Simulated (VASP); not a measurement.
The system is Li2Se.

```
CELL_PARAMETERS angstrom
0.00000 3.05339 3.05339
3.05339 0.00000 3.05339
3.05339 3.05339 0.00000
ATOMIC_POSITIONS crystal
Se 0.00000 0.00000 0.00000
Li 0.25000 0.25000 0.25000
Li 0.75000 0.75000 0.75000
```

This cell differs from its parent crystal: strain +2.0%.

Base run:

```yaml
Program: VASP 6.6.1
Functional: PBE
Potentials_or_basis: VASP PAW PBE potentials, release 64 (Se, Li_sv)
Cutoff: 750 eV
k_mesh: 8 × 8 × 8
Occupations: fermi-dirac, width 0.02 eV
Spin: no spin polarisation
```

Its results: band gap on the k mesh 3.01 eV (least direct gap 3.18 eV); pressure -1.6 GPa.

Task: The run is repeated on the same cell with these changes: functional from PBE to r2SCAN; cutoff from 750 eV to 830 eV; occupations from fermi-dirac, width 0.02 eV to gaussian, width 0.01 eV. What comes out?

Result: Band gap on the k mesh 3.49 eV (least direct gap 3.91 eV); pressure -2.1 GPa.

Caveats: the PAW data sets were made with another functional, which shifts forces and pressure a little (at least some runs).

A k mesh can miss the band edges.
